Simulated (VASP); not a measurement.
A run of VASP 6.6.1:

POSCAR

```
GaN
1.0
    3.0844966917      0.0000000000      0.0000000000
   -1.5422483459      2.6712524929      0.0000000000
    0.0000000000      0.0000000000      5.0234730412
Ga N
2 2
Direct
    0.3333333333      0.6666666667     -0.0008552164
    0.6666666667      0.3333333333      0.4991447836
    0.3333333333      0.6666666667      0.3758552164
    0.6666666667      0.3333333333      0.8758552164
```

INCAR.step1

```
SYSTEM = GaN
PREC = Accurate
ENCUT = 600
ISMEAR = 0
SIGMA = 0.02
LREAL = .FALSE.
LASPH = .TRUE.
NELM = 60
GGA = PE
ALGO = Normal
EDIFF = 1E-4
LWAVE = .TRUE.
LCHARG = .FALSE.
```

INCAR.step2

```
SYSTEM = GaN
PREC = Accurate
ENCUT = 600
EDIFF = 1E-6
ISMEAR = 0
SIGMA = 0.02
LREAL = .FALSE.
LASPH = .TRUE.
NELM = 60
ALGO = Normal
ISIF = 4
LWAVE = .FALSE.
LCHARG = .FALSE.
METAGGA = R2SCAN
LMIXTAU = .TRUE.
IBRION = 2
NSW = 50
EDIFFG = -0.01
ISTART = 1
```

KPOINTS

```
Automatic mesh
0
G
  12 12 6
  0 0 0
```

Potentials or basis: VASP PAW PBE potentials, release 64 (Ga_d, N).

The run is started by

```console
$ cat potpaw_PBE.64/Ga_d/POTCAR potpaw_PBE.64/N/POTCAR > POTCAR
$ cp INCAR.step1 INCAR
$ mpirun -np 1 vasp_std > vasp.out
$ cp INCAR.step2 INCAR
$ mpirun -np 1 vasp_std > vasp.out
```

Hardware: 1 thread of Intel(R) Xeon(R) Platinum 8259CL CPU @ 2.50GHz (Skylake/Cascade Lake), on a shared host.

Task: Estimate the wall time of this run.

Result: Run time: 12 min on 1 thread of Intel(R) Xeon(R) Platinum 8259CL CPU @ 2.50GHz (Skylake/Cascade Lake), with other jobs on the host, peak memory 0.23 GiB. Counts: k points 76, ion steps 3.
